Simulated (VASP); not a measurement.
# SiNi2: single point with PBE

Crystal: SiNi2.

```
Si Ni
1.0
     4.14664    0.00000    0.00000
    -2.07332    3.59110    0.00000
     0.00000    0.00000    4.83878
Si Ni
2 4
Direct
  0.33333 0.66667 0.75000
  0.66667 0.33333 0.25000
  0.00000 0.00000 0.00000
  0.00000 0.00000 0.50000
  0.33333 0.66667 0.25000
  0.66667 0.33333 0.75000
```

This cell differs from its parent crystal: biaxial strain in the a-b plane: +6.0 %, then relaxed in part.

* Program: VASP 6.6.1
* Task: single point
* Functional: PBE
* Potentials or basis: VASP PAW PBE potentials, release 64 (Si, Ni)
* Cutoff: 520 eV
* k mesh: 12 × 12 × 8
* Occupations: gaussian, width 0.1 eV
* Spin: no spin polarisation
* Dipole correction: no
* Further INCAR settings: ALGO = Fast; EDIFF = 1e-06; NBANDS = 33

The pressure is -13.9 GPa and the band gap on the k mesh is zero (band 24 reaches 11.55 eV, above the bottom of band 25 at 9.31 eV).

Stress tensor (GPa, compression positive):
```
-20.96   0.00   0.00
  0.00 -20.96   0.00
  0.00   0.00   0.10
```

Levels at points of the mesh, in eV from the Fermi level:
| k point | band 21 | band 22 | band 23 | band 24 | band 25 | band 26 | band 27 | band 28 |
| --- | --- | --- | --- | --- | --- | --- | --- | --- |
| (0.00, 0.00, 0.00) | -0.56 | -0.56 | 0.37 | 1.63 | 2.14 | 2.14 | 2.14 | 2.14 |
| (0.50, 0.00, 0.00) | -1.06 | -0.91 | -0.86 | -0.57 | -0.37 | 0.95 | 1.53 | 2.26 |
| (0.00, 0.00, 0.50) | -1.08 | -1.08 | 1.36 | 1.36 | 2.73 | 2.73 | 2.73 | 2.73 |
| (0.50, 0.00, 0.50) | -1.10 | -1.10 | -0.74 | -0.74 | 0.83 | 0.83 | 2.09 | 2.09 |

Wall time 100 s on 1 thread of Intel(R) Xeon(R) Platinum 8559C (Emerald Rapids) (shared host), peak memory 0.3 GiB.

Caveat: the cell differs from its parent crystal (biaxial strain in the a-b plane: +6.0 %, then relaxed in part). Spin polarisation is off, so any magnetic state and its effect on volume and gap are missing.
